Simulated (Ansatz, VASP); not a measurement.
**Pd: VASP beside Ansatz**

```
Pd
1.0
     3.19091    1.84227    5.44178
    -3.19091    1.84227    5.44178
     0.00000   -3.68454    5.44178
Pd
12
Cartesian
  -2.0531 1.1854 3.6677
  0.0000 -2.3707 3.6677
  2.0531 1.1854 3.6677
  2.0531 -1.1854 12.6576
  -2.0531 -1.1854 12.6576
  0.0000 2.3707 12.6576
  -1.3064 0.7543 5.8388
  0.0000 -1.5085 5.8388
  1.3064 0.7543 5.8388
  1.3064 -0.7543 10.4865
  -1.3064 -0.7543 10.4865
  0.0000 1.5085 10.4865
```

Alike in both runs: task single point; functional PBE; k mesh 6 × 6 × 6; occupations gaussian, width 0.1 eV; no spin polarisation.

|  | VASP | Ansatz |
| --- | --- | --- |
| version | VASP 6.6.1 | Ansatz 0.2.0 |
| potentials or method | VASP PAW PBE potentials, release 64 (Pd), cutoff 520 eV | scalar-relativistic, plane waves, PAW |
| valence electrons in the cell | 120 | 216 |

Ansatz gave:

| Quantity | Value |
| --- | --- |
| gap on the k mesh at the Fermi level (eV) | none |
| rms of the force components (eV/Å) | 3.989 |

**Question.** Estimate VASP's values.

**Answer.** gap on the k mesh at the Fermi level (eV): none; rms of the force components (eV/Å): 3.954.

Atom by atom the forces differ by 0.115 eV/Å (rms over components). A gap of «none» marks a metal or a gap that the smearing closes. VASP's potentials hold 120 valence electrons a cell and Ansatz's 216, so a difference there can come from the potentials and not from the codes.
